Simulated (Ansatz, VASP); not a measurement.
One calculation of Re, two programs

The input INCAR:

```
SYSTEM = Re
PREC = Accurate
ENCUT = 520
EDIFF = 1E-7
ISMEAR = -1
SIGMA = 0.1
LREAL = .FALSE.
LASPH = .TRUE.
NELM = 60
ALGO = Normal
ISIF = 2
LWAVE = .FALSE.
LCHARG = .FALSE.
GGA = RE
NBANDS = 14
```

File KPOINTS:

```
Automatic mesh
0
G
  11 11 11
  0 0 0
```

Contents of POSCAR:

```
Re
1.0
    0.0000000000      2.9088621275      2.9088621275
    2.9088621275      0.0000000000      2.9088621275
    2.9088621275      2.9088621275      0.0000000000
Re
2
Direct
    0.1250000000      0.1250000000      0.1250000000
    0.8750000000      0.8750000000      0.8750000000
```

Input for Ansatz:

```yaml
crystal:
  lattice:
    - [0.0, 2.9088621275, 2.9088621275]
    - [2.9088621275, 0.0, 2.9088621275]
    - [2.9088621275, 2.9088621275, 0.0]
  atoms:
    - { symbol: Re, position: [0.125, 0.125, 0.125] }
    - { symbol: Re, position: [0.875, 0.875, 0.875] }
hamiltonian:
  xc: revpbe
  pseudopotentials:
    kind: paw
    azcp:
      Re: "pseudopotentials/Re.paw.azcp"
basis:
  ecutwfc: 420
  fft_grid_basis: typed
kpoints:
  mp_grid: { grid: [11, 11, 11], shift: [0, 0, 0] }
magnetization:
  spin_polarized: false
scf:
  occupations: { method: fermi_dirac, width: 0.1 }
  lower_state_search: "off"
output:
  stress: true
```

Alike in both runs: task single point; functional revPBE; k mesh 11 × 11 × 11; occupations fermi-dirac, width 0.1 eV; no spin polarisation.

|  | VASP | Ansatz |
| --- | --- | --- |
| version | VASP 6.6.1 | Ansatz 0.2.0 |
| potentials or method | VASP PAW PBE potentials, release 64 (Re), cutoff 520 eV | plane waves (420 eV) with PAW, scalar-relativistic |
| valence electrons in the cell | 14 | 30 |

Ansatz gave:

```
pressure (GPa) : -11.3
```

Q: Estimate VASP's values.

A: Pressure (GPa): -12.5.

VASP's potentials were made for PBE, not for revPBE. With one functional, cell and mesh, what is left measures potentials, basis and numerics. VASP's potentials hold 14 valence electrons a cell and Ansatz's 30, so a difference there can come from the potentials and not from the codes.

Spin-orbit coupling is off throughout.
